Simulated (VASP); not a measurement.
Sn, 2 atoms in the cell. It takes space group I4_1/amd (No. 141, tetragonal). The conventional cell has a = 5.803 Å, b = 5.803 Å, c = 3.178 Å, α = 90.00°, β = 90.00°, γ = 90.00°. Within 4.0 Å of Sn (site symmetry -4m2) lie 10 Sn at 3.01 to 3.76 Å.  This cell differs from its parent crystal: volume scaled by 0.97, then relaxed in part.

- Program: VASP 6.6.1
- Task: single point
- Functional: r2SCAN
- Potentials or basis: VASP PAW PBE potentials, release 64 (Sn_d)
- Cutoff: 520 eV
- k mesh: 14 × 14 × 14
- Occupations: gaussian, width 0.1 eV
- Spin: no spin polarisation
- Dipole correction: no
- Further INCAR settings: ALGO = Normal; EDIFF = 1e-07; NBANDS = 21

Potentials or basis: VASP PAW PBE potentials, release 64 (Sn_d).

The run is started by

```sh
$ cat potpaw_PBE.64/Sn_d/POTCAR > POTCAR
$ cp INCAR.step1 INCAR
$ mpirun -np 1 vasp_std > vasp.out
$ cp INCAR.step2 INCAR
$ mpirun -np 1 vasp_std > vasp.out
```

Hardware: 1 thread of Intel(R) Xeon(R) Platinum 8375C CPU @ 2.90GHz (Ice Lake), on a shared host.

Task: How long does it take, and how much memory?

Result: Run time: 12 min on 1 thread of Intel(R) Xeon(R) Platinum 8375C CPU @ 2.90GHz (Ice Lake), on a shared host, peak memory 0.37 GiB. Counts: k points 244.
